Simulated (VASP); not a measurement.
A run of VASP 6.6.1:

Contents of INCAR:

```
SYSTEM = Cu3Pd
ALGO = Fast
EDIFF = 1E-7
EDIFFG = -0.01
ENCUT = 600
GGA = PS
IBRION = 2
ISIF = 4
ISMEAR = 0
LASPH = .True.
LCHARG = .False.
LREAL = .False.
LWAVE = .False.
NELM = 100
NSW = 50
PREC = Accurate
SIGMA = 0.1
```

KPOINTS

```
k-points
0
Gamma
  12 12 12
  0 0 0
```

POSCAR

```
Cu3Pd
1.0
    3.7255753364      0.0000000000      0.0000000000
    0.0000000000      3.7255753364      0.0000000000
    0.0000000000      0.0000000000      3.7252416368
Cu Pd
3 1
Direct
    0.0000000000      0.5000000000      0.5000000000
    0.5000000000      0.0000000000      0.5000000000
    0.5000000000      0.5000000000      0.0000000000
    0.0000000000      0.0000000000      0.0000000000
```

Potentials or basis: VASP PAW PBE potentials, release 64 (Cu, Pd).

Command:

```console
$ cat potpaw_PBE.64/Cu/POTCAR potpaw_PBE.64/Pd/POTCAR > POTCAR
$ mpirun -np 1 vasp_std > vasp.out
```

Hardware: 1 thread of AMD EPYC 7R13 (shared host).

Q: How long does it take, and how much memory?

A: Run time: 9.3 min on 1 thread of AMD EPYC 7R13, with other jobs on the host, peak memory 0.36 GiB. Counts: scf iterations 20, k points 196, ion steps 1.
